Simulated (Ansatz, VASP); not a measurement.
## ZnSe: VASP beside Ansatz

```xyz
4
Lattice="4.1476 0.0000 0.0000 0.0000 4.1476 0.0000 0.0000 0.0000 5.6955" Properties=species:S:1:pos:R:3 pbc="T T T"
Zn    0.0000    0.0000    0.0000
Zn    2.0738    2.0738    0.0000
Se    0.0000    2.0738    1.5274
Se    2.0738    0.0000    4.1682
```

Alike in both runs: task single point; functional PBEsol; k mesh 8 × 8 × 6; occupations gaussian, width 0.05 eV; no spin polarisation.

|  | VASP | Ansatz |
| --- | --- | --- |
| version | VASP 6.6.1 | Ansatz 0.2.0 |
| potentials or method | VASP PAW PBE potentials, release 64 (Zn, Se), cutoff 520 eV | scalar-relativistic, plane waves, PAW |
| valence electrons in the cell | 36 | 56 |

Ansatz gave:

| Item | Value |
| --- | --- |
| gap on the k mesh at the Fermi level (eV) | 1.56 |
| least direct gap on the mesh (eV) | 1.56 |
| pressure (GPa) | -4.6 |
| traceless stress, the component that is largest in VASP (GPa) | 0.23 |
| rms of the force components (eV/Å) | 0.326 |

Q: Estimate VASP's values.

A: gap on the k mesh at the Fermi level (eV): 1.56; least direct gap on the mesh (eV): 1.56; pressure (GPa): -4.5; traceless stress, the component that is largest in VASP (GPa): 0.24; rms of the force components (eV/Å): 0.309.

VASP's potentials were made for PBE, not for PBEsol, and Ansatz warns of the same on its side. Atom by atom the forces differ by 0.016 eV/Å (rms over components). VASP's potentials hold 36 valence electrons a cell and Ansatz's 56, so a difference there can come from the potentials and not from the codes.
